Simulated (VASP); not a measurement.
Runs of VASP 6.6.1 on Ir. The structure is that of space group I4/mmm (No. 139), or close to it. The cells are those of the table. 

| cell | further INCAR settings | gap on the mesh (eV) | pressure (GPa) |
| --- | --- | --- | --- |
| a = 2.962, b = 2.962, c = 2.419 Å, angles 65.9, 65.9, 48.2°, 1 atom | ALGO = Fast; EDIFF = 1e-06; NBANDS = 10 | none | (c) |
| a = 2.822, b = 2.822, c = 2.555 Å, angles 63.1, 63.1, 53.8°, 1 atom | ALGO = Fast; EDIFF = 1e-06; NBANDS = 10 | none | (a) |
| a = 2.643, b = 2.643, c = 3.134 Å, angles 53.6, 53.6, 72.7°, 1 atom | ALGO = Fast; EDIFF = 1e-06; NBANDS = 10 | none | (b) |
| a = 2.765, b = 2.765, c = 2.630 Å, angles 61.6, 61.6, 56.8°, 1 atom | ALGO = Fast; EDIFF = 1e-06; NBANDS = 10 | none | 11.9 |
| a = 2.660, b = 2.660, c = 2.866 Å, angles 57.4, 57.4, 65.2°, 1 atom | ALGO = Fast; EDIFF = 1e-07; NBANDS = 10 | none | 14.6 |
| a = 3.023, b = 3.023, c = 2.372 Å, angles 66.9, 66.9, 46.2°, 1 atom | ALGO = Fast; EDIFF = 1e-06; NBANDS = 10 | none | 57.0 |
| a = 2.682, b = 2.682, c = 2.791 Å, angles 58.6, 58.6, 62.7°, 1 atom | ALGO = Fast; EDIFF = 1e-06; NBANDS = 10 | none | 11.0 |
| a = 2.885, b = 2.885, c = 2.488 Å, angles 64.5, 64.5, 51.1°, 1 atom | ALGO = Fast; EDIFF = 1e-06; NBANDS = 10 | none | 28.9 |
| a = 2.645, b = 2.645, c = 2.949 Å, angles 56.1, 56.1, 67.8°, 1 atom | ALGO = Fast; EDIFF = 1e-06; NBANDS = 10 | none | 19.5 |

Alike in all rows: task single point; level PBE; potentials or basis VASP PAW PBE potentials, release 64 (Ir); no spin polarisation; k mesh 24 × 24 × 24; cutoff (eV) 520; smearing gaussian 0.15 eV.

Q: Fill in the values left out.

A: (a) 18.7; (b) 21.0; (c) 42.7.

Caveats: spin-orbit coupling is left out, which moves the levels of the heavy elements.

A k mesh can miss the band edges, and the runs leave out spin-orbit coupling on Ir.

A gap of «none» marks levels without a gap at the run's occupations.
